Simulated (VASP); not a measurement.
# Ru (P6_3/mmc) in VASP: a series of runs

The runs below take Ru through single point, with PBE.

Everything below comes from runs of VASP 6.6.1. Logs are shortened: lines on timing, memory, paths and dates and some standing lists are left out, and cuts for length are marked.

### 1 The cell of the first run

The structure is hexagonal, space group P6_3/mmc (No. 194). Conventional cell: a = 2.503 Å, b = 2.503 Å, c = 4.464 Å, α = 90.00°, β = 90.00°, γ = 120.00°. Ru (site symmetry -6m2) has 12 Ru at 2.50 to 2.66 Å within 3.3 Å.

### 2 Single point, PBE (12.11 Å³/atom)

File INCAR:

```
SYSTEM = Ru
PREC     = Accurate       ! precision mode
ENCUT    = 520            ! plane-wave cutoff, eV
EDIFF    = 1E-7           ! SCF threshold, eV
ISMEAR   = 0              ! smearing method
SIGMA    = 0.15           ! smearing width, eV
LREAL    = .FALSE.        ! projectors in reciprocal space
LASPH    = .TRUE.         ! aspherical terms in the spheres
NELM     = 100            ! most SCF steps
ALGO     = Fast           ! electronic algorithm
ISIF     = 2              ! what is computed and relaxed
LWAVE    = .FALSE.        ! write WAVECAR
LCHARG   = .TRUE.         ! write CHGCAR
GGA      = PE             ! functional
LELF     = .TRUE.         ! ELF
LVHAR    = .TRUE.       
NBANDS   = 21             ! bands
```

File KPOINTS:

```
Automatic mesh
0
G
  21 21 12
  0 0 0
```

File POSCAR:

```
Ru
1.0
    2.5030455418      0.0000000000      0.0000000000
   -1.2515227709      2.1677010260      0.0000000000
    0.0000000000      0.0000000000      4.4641817238
Ru
2
Direct
    0.3333333333      0.6666666667      0.2500000000
    0.6666666667      0.3333333333      0.7500000000
```

Potentials or basis: VASP PAW PBE potentials, release 64 (Ru_pv).

Launch:

```console
> cat potpaw_PBE.64/Ru_pv/POTCAR > POTCAR
> mpirun -np 1 vasp_std > vasp.out
```

OUTCAR:

```text
SYSTEM = Ru
   PREC = Accurate
   ENCUT = 520
   EDIFF = 1E-7
   ISMEAR = 0
   LREAL = .FALSE.
   LASPH = .TRUE.
   NELM = 100
   ISIF = 2
   GGA = PE

 ion  position               nearest neighbor table
   1  0.333  0.667  0.250-   2 2.66   2 2.66   2 2.66   2 2.66   2 2.66   2 2.66
   2  0.667  0.333  0.750-   1 2.66   1 2.66   1 2.66   1 2.66   1 2.66   1 2.66

  LATTYP: Found a hexagonal cell.
 ALAT       =     2.5030455418
 C/A-ratio  =     1.7835000000

  Lattice vectors:

 A1 = (   2.5030455418,   0.0000000000,   0.0000000000)
 A2 = (  -1.2515227709,   2.1677010260,   0.0000000000)
 A3 = (   0.0000000000,   0.0000000000,   4.4641817238)

Analysis of symmetry for initial positions (statically):
=====================================================================
 Subroutine PRICEL returns:
 Original cell was already a primitive cell.

 Routine SETGRP: Setting up the symmetry group for a
 hexagonal supercell.

 Subroutine GETGRP returns: Found 24 space group operations
 (whereof 12 operations were pure point group operations)
 out of a pool of 24 trial point group operations.

The static configuration has the point symmetry D_3d.
 The point group associated with its full space group is D_6h.

Analysis of symmetry for dynamics (positions and initial velocities):
=====================================================================
 Subroutine PRICEL returns:
 Original cell was already a primitive cell.

 Routine SETGRP: Setting up the symmetry group for a
 hexagonal supercell.

 Subroutine GETGRP returns: Found 24 space group operations
 (whereof 12 operations were pure point group operations)
 out of a pool of 24 trial point group operations.

The dynamic configuration has the point symmetry D_3d.
 The point group associated with its full space group is D_6h.

 Subroutine INISYM returns: Found 24 space group operations
 (whereof 12 operations are pure point group operations),
 and found     1 'primitive' translations

----------------------------------------------------------------------------------------

                                     Primitive cell

  volume of cell :      24.2220

  direct lattice vectors                    reciprocal lattice vectors
     2.503045542  0.000000000  0.000000000     0.399513306  0.230659115  0.000000000
    -1.251522771  2.167701026  0.000000000     0.000000000  0.461318230  0.000000000
     0.000000000  0.000000000  4.464181724     0.000000000  0.000000000  0.224005218

  length of vectors
     2.503045542  2.503045542  4.464181724     0.461318230  0.461318230  0.224005218
[... 75 lines left out ...]
   ISPIN  =      1    spin polarized calculation?
   LNONCOLLINEAR =      F non collinear calculations
   LSORBIT =      F    spin-orbit coupling
   LASPH  =      T    aspherical Exc in radial PAW
   ENCUT  =  520.0 eV  38.22 Ry    6.18 a.u.   4.65  4.65  8.30*2*pi/ulx,y,z
   NELM   =    100;   NELMIN=  2; NELMDL= -5     # of ELM steps
   EDIFF  = 0.1E-06   stopping-criterion for ELM
   LREAL  =      F    real-space projection
   EDIFFG = 0.1E-05   stopping-criterion for IOM
   NSW    =      0    number of steps for IOM
   IBRION =     -1    ionic relax: 0-MD 1-quasi-New 2-CG
   NFREE  =      0    steps in history (QN), initial steepest desc. (CG)
   ISIF   =      2    stress and relaxation
   ISYM   =      2    0-nonsym 1-usesym 2-fastsym
   POTIM  = 0.5000    time-step for ionic-motion
   TEBEG  =    0.0;   TEEND  =   0.0 temperature during run
   PSTRESS=    0.0 pullay stress
   NELECT =      28.0000    total number of electrons
   NUPDOWN=      -1.0000    fix difference up-down
   EMIN   =  10.00;   EMAX   =-10.00  energy-range for DOS
   EFERMI =   0.00;   METHOD = LEGACY
   ISMEAR =     0;   SIGMA  =   0.15  broadening in eV -4-tet -1-fermi 0-gaus
   EFERMI_NEDOS =   21; number of points for ismear=-14 and -15
   IALGO  =     68    algorithm
   IMIX   =      4    mixing-type and parameters
     AMIX     =   0.40;   BMIX     =  1.00
     AMIX_MAG =   1.60;   BMIX_MAG =  1.00
  volume/ion in A,a.u.               =      12.11        81.73
  Fermi-wavevector in a.u.,A,eV,Ry     =   1.718136  3.246806 40.164275  2.951991
  Thomas-Fermi vector in A             =   2.795005
   LORBIT       =      0    0 simple, 1 ext, 2 COOP (PROOUT), +10 PAW based schemes
   GGA     = PE    functional components
   LHFCALC =     F    Hartree Fock is set to
   AEXX    =    0.0000 exact exchange contribution
   IVDW    =     0    specifies the selected vdW correction
   LEPSILON=     F    determine dielectric tensor
   LRPA    =     F    only Hartree local field effects (RPA)
 non-spin polarized calculation
 RMM-DIIS sequential band-by-band and
 Gauss-broadening in eV      SIGMA  =   0.15
  energy-cutoff  :      520.00
  volume of cell :       24.22
 maximum number of plane-waves:       677
 NGX is ok and might be reduce to    20
   NGX =  9   NGY =  9   NGZ = 17

 number of electron      27.9999994 magnetization

 Free energy of the ion-electron system (eV)
  ---------------------------------------------------
  ext. energy  EPLUGINS =         0.00000000
  ---------------------------------------------------
  free energy    TOTEN  =       -17.48959451 eV

  energy without entropy =      -17.47401958  energy(sigma->0) =      -17.48180704

 E-fermi :  15.0788     XC(G=0): -14.8309

 val. band max:       15.0748574237   @ k =   0.3810   0.1429   0.3333
 cond. band min:      15.0837016485   @ k =   0.0952  -0.0000   0.3333
 fundamental gap:      0.0088442249
 Fermi energy:        15.0788383747

 k-point     1 :       0.0000    0.0000    0.0000
  band No.  band energies     occupation
      1     -28.8778      2.00000
      2     -27.6268      2.00000
      3     -27.5129      2.00000
      4     -27.5129      2.00000
      5     -27.3897      2.00000
      6     -27.3897      2.00000
[... 565 lines left out ...]
     20      25.4015      0.00000
     21      25.4048      0.00000

 [... further k-points ...]
[... 5 lines left out ...]
  --------------------------------------------------------------------------------------
  -------------------------------------------------------------------------------------
  Total       13.2652980     13.2652980      0.7569220     -0.0000000      0.0000000      0.0000000
  in kB      877.4403337    877.4403336     50.0670134     -0.0000000      0.0000000      0.0000000
  external PRESSURE =     601.6492269 kB  Pullay stress =       0.0000000 kB

 VOLUME and BASIS-vectors are now :
 -----------------------------------------------------------------------------
  energy-cutoff  :      520.00
  volume of cell :       24.22
      direct lattice vectors                 reciprocal lattice vectors
     2.503045542  0.000000000  0.000000000     0.399513306  0.230659115  0.000000000
    -1.251522771  2.167701026  0.000000000     0.000000000  0.461318230  0.000000000
     0.000000000  0.000000000  4.464181724     0.000000000  0.000000000  0.224005218

 POSITION                                       TOTAL-FORCE (eV/Angst)
 -----------------------------------------------------------------------------------
     -0.00000      1.44513      1.11605         0.000000      0.000000      0.000000
      1.25152      0.72257      3.34814        -0.000000     -0.000000      0.000000
 -----------------------------------------------------------------------------------
    total drift:                               -0.000000      0.000000     -0.000000

  FREE ENERGIE OF THE ION-ELECTRON SYSTEM (eV)
  ---------------------------------------------------
  free  energy   TOTEN  =       -17.4895945073 eV

  energy  without entropy=      -17.4740195793  energy(sigma->0) =      -17.48180704
```

It took 83 s on 1 thread of Intel Xeon 6975P-C (Granite Rapids), shared host; peak memory 0.23 GiB.

Results:

- Free energy: -17.4896 eV
- Pressure: 60.2 GPa
- Band gap on the k mesh: zero (bands 14 and 15 overlap by 3.14 eV)

Caveat: the cell stands under pressure.

### 3 Single point, PBE (12.11 Å³/atom)

File INCAR:

```
ALGO = Fast ; EDIFF = 1E-7
ENCUT = 520 ; GGA = PE
ISIF = 2 ; ISMEAR = 0
LASPH = True ; LCHARG = False
LREAL = False ; LWAVE = False
NBANDS = 21 ; NELM = 100
PREC = Accurate ; SIGMA = 0.15
```

File KPOINTS:

```
k-points
0
Gamma
  21 21 12
```

File POSCAR:

```
Ru
1.0
    2.7138729439      0.0000000000      0.0000000000
   -1.3569364720      2.3502829121      0.0000000000
    0.0000000000      0.0000000000      3.7975224104
Ru
2
Direct
    0.3333333333      0.6666666667      0.2500000000
    0.6666666667      0.3333333333      0.7500000000
```

Potentials or basis: VASP PAW PBE potentials, release 64 (Ru_pv).

Launch:

```console
> cat potpaw_PBE.64/Ru_pv/POTCAR > POTCAR
> mpirun -np 1 vasp_std > vasp.out
```

It took 72 s on 1 thread of Intel Xeon 6975P-C (Granite Rapids), shared host; peak memory 0.23 GiB.

It converged, with:

```yaml
Free_energy: -17.4793 eV
Pressure: 63.7 GPa
Band_gap_on_the_k_mesh: zero (bands 14 and 15 overlap by 3.44 eV)
```

Stress tensor (GPa, compression positive):
```
 39.19   0.00   0.00
  0.00  39.19   0.00
  0.00   0.00 112.79
```

Levels at points of the mesh, in eV from the Fermi level:
| k point | band 10 | band 11 | band 12 | band 13 | band 14 | band 15 | band 16 | band 17 | band 18 | band 19 |
| --- | --- | --- | --- | --- | --- | --- | --- | --- | --- | --- |
| (0.00, 0.00, 0.00) | -3.37 | -2.79 | -2.79 | -2.18 | -2.18 | -1.60 | 1.30 | 1.30 | 3.14 | 10.28 |
| (0.00, 0.00, 0.50) | -4.00 | -4.00 | -4.00 | -2.29 | -2.29 | 0.89 | 0.89 | 0.89 | 0.89 | 10.28 |

Caveat: the cell stands under pressure.
